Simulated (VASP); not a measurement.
# SbPt in VASP: single point with r2SCAN

Aim: the single point of SbPt with r2SCAN.

Everything below comes from runs of VASP 6.6.1. Logs are shortened: lines on timing, memory, paths and dates and some standing lists are left out, and cuts for length are marked.

## 1. The cell of the first run

The typed cell holds 4 atoms: a = 4.121 Å, b = 4.121 Å, c = 5.471 Å, α = 90.00°, β = 90.00°, γ = 120.00°.

## 2. Single point, r2SCAN

File POSCAR:

```
SbPt
1.0
    4.1205366000      0.0000000000      0.0000000000
   -2.0602683000      3.5684847100      0.0000000000
    0.0000000000      0.0000000000      5.4707124300
Pt Sb
2 2
Direct
    0.0000000000      0.0000000000      0.0000000000
    0.0000000000      0.0000000000      0.5000000000
    0.3333000000      0.6667000000      0.2500000000
    0.6666000000      0.3333000000      0.7500000000
```

File INCAR.step1:

```
SYSTEM = SbPt
PREC     = Accurate       ! precision mode
ENCUT    = 520            ! plane-wave cutoff, eV
ISMEAR   = -5             ! smearing method
SIGMA    = 0.1448         ! smearing width, eV
LREAL    = .False.        ! projectors in reciprocal space
LASPH    = .True.         ! aspherical terms in the spheres
NELM     = 100            ! most SCF steps
LMAXMIX  = 4              ! l up to which the mixer works
GGA      = PE             ! functional
ALGO     = Normal         ! electronic algorithm
EDIFF    = 1E-4           ! SCF threshold, eV
LWAVE    = .True.         ! write WAVECAR
LCHARG   = .False.        ! write CHGCAR
```

File INCAR.step2:

```
SYSTEM = SbPt
PREC     = Accurate       ! precision mode
ENCUT    = 520            ! plane-wave cutoff, eV
EDIFF    = 1E-6           ! SCF threshold, eV
ISMEAR   = 1              ! smearing method
SIGMA    = 0.1448         ! smearing width, eV
LREAL    = .False.        ! projectors in reciprocal space
LASPH    = .True.         ! aspherical terms in the spheres
NELM     = 100            ! most SCF steps
ALGO     = Normal         ! electronic algorithm
ISIF     = 2              ! what is computed and relaxed
LWAVE    = .False.        ! write WAVECAR
LCHARG   = .False.        ! write CHGCAR
LMAXMIX  = 4              ! l up to which the mixer works
METAGGA  = R2SCAN         ! meta-GGA
LMIXTAU  = .True.       
LORBIT   = 10             ! projections on sites
ISTART   = 1
```

File KPOINTS:

```
regular mesh
0
Gamma
  9 9 6
  0 0 0
```

Potentials or basis: VASP PAW PBE potentials, release 64 (Pt, Sb).

On the command line:

```sh
$ cat potpaw_PBE.64/Pt/POTCAR potpaw_PBE.64/Sb/POTCAR > POTCAR
$ cp INCAR.step1 INCAR
$ mpirun -np 1 vasp_std > vasp.out
$ cp INCAR.step2 INCAR
$ mpirun -np 1 vasp_std > vasp.out
```

OUTCAR:

```text
SYSTEM = SbPt
   PREC = Accurate
   ENCUT = 520
   EDIFF = 1E-6
   ISMEAR = 1
   LREAL = .False.
   LASPH = .True.
   NELM = 100
   ISIF = 2
   METAGGA = R2SCAN
   LORBIT = 10
   ISTART = 1

 ion  position               nearest neighbor table
   1  0.000  0.000  0.000-   2 2.74   2 2.74   3 2.74   4 2.74   3 2.74   4 2.74   3 2.74   4 2.74

   2  0.000  0.000  0.500-   1 2.74   1 2.74   3 2.74   4 2.74   3 2.74   4 2.74   3 2.74   4 2.74

   3  0.333  0.667  0.250-   1 2.74   2 2.74   1 2.74   2 2.74   1 2.74   2 2.74   4 3.63   4 3.63
                             4 3.63   4 3.63   4 3.63   4 3.63
   4  0.667  0.333  0.750-   1 2.74   2 2.74   1 2.74   2 2.74   1 2.74   2 2.74   3 3.63   3 3.63
                             3 3.63   3 3.63   3 3.63   3 3.63

  LATTYP: Found a hexagonal cell.
 ALAT       =     4.1205366000
 C/A-ratio  =     1.3276699035

  Lattice vectors:

 A1 = (   4.1205366000,   0.0000000000,   0.0000000000)
 A2 = (  -2.0602683000,   3.5684847100,   0.0000000000)
 A3 = (   0.0000000000,   0.0000000000,   5.4707124300)

Analysis of symmetry for initial positions (statically):
=====================================================================
 Subroutine PRICEL returns:
 Original cell was already a primitive cell.

 Routine SETGRP: Setting up the symmetry group for a
 hexagonal supercell.

 Subroutine GETGRP returns: Found  4 space group operations
 (whereof  2 operations were pure point group operations)
 out of a pool of 24 trial point group operations.

The static configuration has the point symmetry C_2 .
 The point group associated with its full space group is C_2v.

Analysis of symmetry for dynamics (positions and initial velocities):
=====================================================================
 Subroutine PRICEL returns:
 Original cell was already a primitive cell.

 Routine SETGRP: Setting up the symmetry group for a
 hexagonal supercell.

 Subroutine GETGRP returns: Found  4 space group operations
 (whereof  2 operations were pure point group operations)
 out of a pool of 24 trial point group operations.

The dynamic configuration has the point symmetry C_2 .
 The point group associated with its full space group is C_2v.

 Subroutine INISYM returns: Found  4 space group operations
 (whereof  2 operations are pure point group operations),
 and found     1 'primitive' translations

----------------------------------------------------------------------------------------

                                     Primitive cell

  volume of cell :      80.4417

  direct lattice vectors                    reciprocal lattice vectors
     4.120536600  0.000000000  0.000000000     0.242686838  0.140115495  0.000000000
    -2.060268300  3.568484710  0.000000000     0.000000000  0.280230989  0.000000000
     0.000000000  0.000000000  5.470712430     0.000000000  0.000000000  0.182791549

  length of vectors
     4.120536600  4.120532562  5.470712430     0.280230715  0.280230989  0.182791549

  position of ions in fractional coordinates (direct lattice)
     0.000000000  0.000000000  0.000000000
     0.000000000  0.000000000  0.500000000
     0.333300000  0.666700000  0.250000000
     0.666600000  0.333300000  0.750000000

  ion indices of the primitive-cell ions
   primitive index   ion index
                 1           1
                 2           2
                 3           3
                 4           4

----------------------------------------------------------------------------------------

 KPOINTS: regular mesh

Automatic generation of k-mesh.
 Grid dimensions read from file:
 generate k-points for:    9    9    6

 Generating k-lattice:

  Cartesian coordinates                     Fractional coordinates (reciprocal lattice)
     0.026965204  0.015568388  0.000000000     0.111111111 -0.000000000  0.000000000
     0.000000000  0.031136777  0.000000000     0.000000000  0.111111111  0.000000000
     0.000000000  0.000000000  0.030465258     0.000000000  0.000000000  0.166666667

  Length of vectors
     0.031136746  0.031136777  0.030465258

  Shift w.r.t. Gamma in fractional coordinates (k-lattice)
     0.000000000  0.000000000  0.000000000

 Subroutine IBZKPT returns following result:
 ===========================================

 Found    100 irreducible k-points:

 Following reciprocal coordinates:
            Coordinates               Weight
  0.000000  0.000000  0.000000      1.000000
  0.111111 -0.000000  0.000000      4.000000
  0.000000  0.111111  0.000000      2.000000
  0.222222  0.000000  0.000000      4.000000
  0.000000  0.222222  0.000000      2.000000
  0.333333  0.000000  0.000000      4.000000
[... 16 lines left out ...]
 -0.222222 -0.444444  0.000000      4.000000
  0.444444  0.333333  0.000000      4.000000
 [... further k-points ...]
   k-points           NKPTS =    100   k-points in BZ     NKDIM =    100   number of bands    NBANDS=     19
   number of dos      NEDOS =    301   number of ions     NIONS =      4
   total plane-waves  NPLWV =  43008
   dimension x,y,z NGX =    32 NGY =   32 NGZ =   42
   dimension x,y,z NGXF=    64 NGYF=   64 NGZF=   84
   ions per type =               2   2
   NGX,Y,Z   is equivalent  to a cutoff of  12.91, 12.91, 12.76 a.u.
   NGXF,Y,Z  is equivalent  to a cutoff of  25.82, 25.82, 25.53 a.u.
 SYSTEM =  SbPt
   PREC   = accura    normal or accurate (medium, high low for compatibility)
   ISTART =      1    job   : 0-new  1-cont  2-samecut
   ICHARG =      0    charge: 1-file 2-atom 10-const
   ISPIN  =      1    spin polarized calculation?
   LNONCOLLINEAR =      F non collinear calculations
   LSORBIT =      F    spin-orbit coupling
   LASPH  =      T    aspherical Exc in radial PAW
   ENCUT  =  520.0 eV  38.22 Ry    6.18 a.u.   7.66  7.66 10.17*2*pi/ulx,y,z
   NELM   =    100;   NELMIN=  2; NELMDL=  0     # of ELM steps
   EDIFF  = 0.1E-05   stopping-criterion for ELM
   LREAL  =      F    real-space projection
   EDIFFG = 0.1E-04   stopping-criterion for IOM
   NSW    =      0    number of steps for IOM
   IBRION =     -1    ionic relax: 0-MD 1-quasi-New 2-CG
   NFREE  =      0    steps in history (QN), initial steepest desc. (CG)
   ISIF   =      2    stress and relaxation
   ISYM   =      2    0-nonsym 1-usesym 2-fastsym
   POTIM  = 0.5000    time-step for ionic-motion
   TEBEG  =    0.0;   TEEND  =   0.0 temperature during run
   PSTRESS=    0.0 pullay stress
   NELECT =      30.0000    total number of electrons
   NUPDOWN=      -1.0000    fix difference up-down
   EMIN   =  10.00;   EMAX   =-10.00  energy-range for DOS
   EFERMI =   0.00;   METHOD = LEGACY
   ISMEAR =     1;   SIGMA  =   0.14  broadening in eV -4-tet -1-fermi 0-gaus
   EFERMI_NEDOS =   21; number of points for ismear=-14 and -15
   IALGO  =     38    algorithm
   IMIX   =      4    mixing-type and parameters
     AMIX     =   0.40;   BMIX     =  1.00
     AMIX_MAG =   1.60;   BMIX_MAG =  1.00
  volume/ion in A,a.u.               =      20.11       135.71
  Fermi-wavevector in a.u.,A,eV,Ry     =   1.178387  2.226829 18.893007  1.388597
  Thomas-Fermi vector in A             =   2.314717
   LORBIT       =     10    0 simple, 1 ext, 2 COOP (PROOUT), +10 PAW based schemes
   METAGGA = R2SCAN    functional components
   LHFCALC =     F    Hartree Fock is set to
   AEXX    =    0.0000 exact exchange contribution
   IVDW    =     0    specifies the selected vdW correction
   LEPSILON=     F    determine dielectric tensor
   LRPA    =     F    only Hartree local field effects (RPA)
 non-spin polarized calculation
 Methfessel and Paxton  Order N= 1 SIGMA  =   0.14
  energy-cutoff  :      520.00
  volume of cell :       80.44
 maximum number of plane-waves:      2211
   NGX = 15   NGY = 15   NGZ = 21

 number of electron      29.9999998 magnetization

 Free energy of the ion-electron system (eV)
  ---------------------------------------------------
  ext. energy  EPLUGINS =         0.00000000
  ---------------------------------------------------
  free energy    TOTEN  =      -156.11857113 eV

  energy without entropy =     -156.11563874  energy(sigma->0) =     -156.11759367

 E-fermi :  10.2513     XC(G=0): -12.2770

 val. band max:       10.2457976871   @ k =   0.0000   0.0000   0.1667
 cond. band min:      10.2660990900   @ k =   0.2222   0.0000   0.3333
 fundamental gap:      0.0203014029
 Fermi energy:        10.2513296761

 k-point     1 :       0.0000    0.0000    0.0000
  band No.  band energies     occupation
      1      -3.3515      2.00000
      2       0.8882      2.00000
      3       2.7324      2.00000
      4       3.8048      2.00000
      5       3.8052      2.00000
      6       3.9848      2.00000
[... 11 lines left out ...]
     18      14.0638      0.00000
     19      14.0645      0.00000

 k-point     2 :       0.1111   -0.0000    0.0000
  band No.  band energies     occupation
      1      -3.1902      2.00000
      2       0.7012      2.00000
      3       2.9243      2.00000
      4       3.8466      2.00000
      5       3.9491      2.00000
      6       4.1062      2.00000
[... 11 lines left out ...]
     18      13.8970      0.00000
     19      14.3799      0.00000

 k-point     3 :       0.0000    0.1111    0.0000
  band No.  band energies     occupation
      1      -3.1903      2.00000
      2       0.7012      2.00000
      3       2.9243      2.00000
      4       3.8463      2.00000
      5       3.9492      2.00000
      6       4.1064      2.00000
[... 11 lines left out ...]
     18      13.8977      0.00000
     19      14.3800      0.00000

 k-point     4 :       0.2222    0.0000    0.0000
  band No.  band energies     occupation
      1      -2.7200      2.00000
      2       0.3151      2.00000
      3       3.4754      2.00000
      4       3.7593      2.00000
      5       3.9233      2.00000
      6       4.6897      2.00000
[... 11 lines left out ...]
     18      14.0177      0.00000
     19      14.3868      0.00000

 k-point     5 :       0.0000    0.2222    0.0000
  band No.  band energies     occupation
      1      -2.7200      2.00000
      2       0.3152      2.00000
      3       3.4753      2.00000
      4       3.7595      2.00000
      5       3.9230      2.00000
      6       4.6895      2.00000
[... 11 lines left out ...]
     18      14.0183      0.00000
     19      14.3868      0.00000
[... 334 lines left out ...]
      2      -0.1836      2.00000
      3       2.8523      2.00000
      4       3.8711      2.00000
      5       4.2323      2.00000
      6       4.7267      2.00000
[... 11 lines left out ...]
     18      11.8137     -0.00000
     19      13.5852      0.00000

 k-point    22 :       0.3333    0.2222    0.0000
  band No.  band energies     occupation
      1      -0.8592      2.00000
      2      -0.4161      2.00000
      3       2.1606      2.00000
      4       3.7721      2.00000
      5       4.0079      2.00000
      6       5.1266      2.00000
[... 11 lines left out ...]
     18      11.8892     -0.00000
     19      13.3272      0.00000

 k-point    23 :      -0.2222   -0.4444    0.0000
  band No.  band energies     occupation
      1      -0.8593      2.00000
      2      -0.4160      2.00000
      3       2.1610      2.00000
      4       3.7719      2.00000
      5       4.0078      2.00000
      6       5.1262      2.00000
[... 11 lines left out ...]
     18      11.8893     -0.00000
     19      13.3273      0.00000

 k-point    24 :       0.4444    0.3333    0.0000
  band No.  band energies     occupation
      1      -0.8591      2.00000
      2      -0.4160      2.00000
      3       2.1604      2.00000
      4       3.7722      2.00000
      5       4.0079      2.00000
      6       5.1266      2.00000
[... 11 lines left out ...]
     18      11.8892     -0.00000
     19      13.3272      0.00000

 [... further k-points ...]

------------------------ aborting loop because EDIFF is reached ----------------------------------------

  FORCE on cell =-STRESS in cart. coord.  units (eV):
  Direction    XX          YY          ZZ          XY          YZ          ZX
  --------------------------------------------------------------------------------------
  -------------------------------------------------------------------------------------
  Total        2.8351773      2.8312604      3.0243333      0.0000000      0.0000000      0.0000000
  in kB       56.4688959     56.3908829     60.2363609      0.0000000      0.0000000      0.0000000
  external PRESSURE =      57.6987133 kB  Pullay stress =       0.0000000 kB

 VOLUME and BASIS-vectors are now :
 -----------------------------------------------------------------------------
  energy-cutoff  :      520.00
  volume of cell :       80.44
      direct lattice vectors                 reciprocal lattice vectors
     4.120536600  0.000000000  0.000000000     0.242686838  0.140115495  0.000000000
    -2.060268300  3.568484710  0.000000000     0.000000000  0.280230989  0.000000000
     0.000000000  0.000000000  5.470712430     0.000000000  0.000000000  0.182791549

 POSITION                                       TOTAL-FORCE (eV/Angst)
 -----------------------------------------------------------------------------------
      0.00000      0.00000      0.00000        -0.001451      0.000000     -0.000000
      0.00000      0.00000      2.73536        -0.001451      0.000000     -0.000000
     -0.00021      2.37911      1.36768         0.001451     -0.001142     -0.000000
      2.06006      1.18938      4.10303         0.001451      0.001142      0.000000
 -----------------------------------------------------------------------------------
    total drift:                               -0.000002     -0.000000      0.000000

  FREE ENERGIE OF THE ION-ELECTRON SYSTEM (eV)
  ---------------------------------------------------
  free  energy   TOTEN  =      -156.1185711291 eV

  energy  without entropy=     -156.1156387410  energy(sigma->0) =     -156.11759367

 total charge

# of ion       s       p       d       tot
------------------------------------------
    1        0.682   0.599   8.205   9.486
    2        0.682   0.599   8.205   9.486
    3        1.124   1.167   0.083   2.375
    4        1.124   1.167   0.083   2.375
--------------------------------------------------
tot          3.613   3.533  16.575  23.722
```

It took 5.6 min on 1 thread of Intel Xeon Platinum 8259CL at 2.50GHz (Skylake/Cascade Lake), shared host; peak memory 0.32 GiB.

Results:

```yaml
Free_energy: -156.1186 eV
Pressure: 5.8 GPa
Band_gap_on_the_k_mesh: zero (band 15 reaches 12.70 eV, above the bottom of band 16 at 8.27 eV)
Valence_electrons_inside_the_program's_atomic_spheres: Pt 9.49; Sb 2.38
```

Stress tensor (GPa, compression positive):
```
5.65 0.00 0.00
0.00 5.64 0.00
0.00 0.00 6.02
```

Levels at points of the mesh, in eV from the Fermi level:
| k point | band 12 | band 13 | band 14 | band 15 | band 16 | band 17 | band 18 | band 19 |
| --- | --- | --- | --- | --- | --- | --- | --- | --- |
| (0.00, 0.00, 0.00) | -2.40 | -0.17 | -0.17 | 0.72 | 2.43 | 2.69 | 3.81 | 3.81 |
| (0.00, 0.00, 0.50) | -3.98 | -1.16 | -1.16 | 2.45 | 2.45 | 2.45 | 2.45 | 5.61 |

Caveat: the PAW data sets were made with another functional, which shifts forces and pressure a little; spin-orbit coupling is left out, which moves the levels of the heavy elements.
